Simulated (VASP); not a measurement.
TaN:

```
Ta N
1.0
     2.93800    0.00000    0.00000
    -1.46900    2.54438    0.00000
     0.00000    0.00000    2.88300
Ta N
1 1
Direct
  0.33333 0.66667 0.50000
  0.00000 0.00000 0.00000
```

Base run:

```yaml
Program: VASP 6.6.1
Functional: LDA
Potentials_or_basis: VASP PAW LDA potentials, release 64 (Ta_pv, N)
Cutoff: 600 eV
k_mesh: 8 × 8 × 7
Occupations: fermi-dirac, width 0.1 eV
Spin: no spin polarisation
```

Its results: band gap on the k mesh zero (band 8 reaches 8.34 eV, above the bottom of band 9 at 8.03 eV); pressure -9.8 GPa.

Q: After a change of settings the same cell gave: band gap on the k mesh zero (filled and empty bands touch); pressure -6.2 GPa. Which change was it?
A. k mesh from 8 × 8 × 7 to 3 × 3 × 3
B. k mesh from 8 × 8 × 7 to 6 × 6 × 5
C. k mesh from 8 × 8 × 7 to 5 × 5 × 4
D. k mesh from 8 × 8 × 7 to 4 × 4 × 4

A: A.

Caveats: some runs use coarse meshes; spin-orbit coupling is left out, which moves the levels of the heavy elements.
